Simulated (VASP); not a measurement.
A run of VASP 6.6.1 is set up as follows.

INCAR

```
PREC = Accurate
ENCUT = 500
EDIFF = 1E-7
ISMEAR = 0
SIGMA = 0.01
LREAL = False
LASPH = True
NELM = 120
ALGO = Normal
ISIF = 3
LWAVE = False
LCHARG = False
GGA = CA
IBRION = 2
NSW = 100
EDIFFG = -0.002
PSTRESS = 40.0
GGA_COMPAT = False
NELMIN = 4
```

File KPOINTS:

```
Automatic mesh
0
Gamma
  6 6 6
```

POSCAR

```
AgI
1.0
    0.0000000000      3.1739496883      3.1739496883
    3.1739496883      0.0000000000      3.1739496883
    3.1739496883      3.1739496883      0.0000000000
Ag I
1 1
Direct
    0.0000000000      0.0000000000      0.0000000000
    0.7500000000      0.7500000000      0.7500000000
```

Potentials or basis: VASP PAW LDA potentials, release 64 (Ag, I).

The run is started by

```bash
$ cat potpaw_LDA.64/Ag/POTCAR potpaw_LDA.64/I/POTCAR > POTCAR
$ mpirun -np 1 vasp_std > vasp.out
```

Q: Estimate the space group after relaxing (to 0.05 Å).

A: F-43m (No. 216).

Q: Estimate the relaxed cell.

A: a = 4.373 Å, b = 4.373 Å, c = 4.373 Å, α = 60.00°, β = 60.00°, γ = 60.00°.

Final structure:
```
Ag I
1.0
     0.00000    3.09245    3.09245
     3.09245    0.00000    3.09245
     3.09245    3.09245    0.00000
Ag I
1 1
Direct
  0.00000 0.00000 0.00000
  0.75000 0.75000 0.75000
```

 LDA usually gives volumes a few per cent too small.
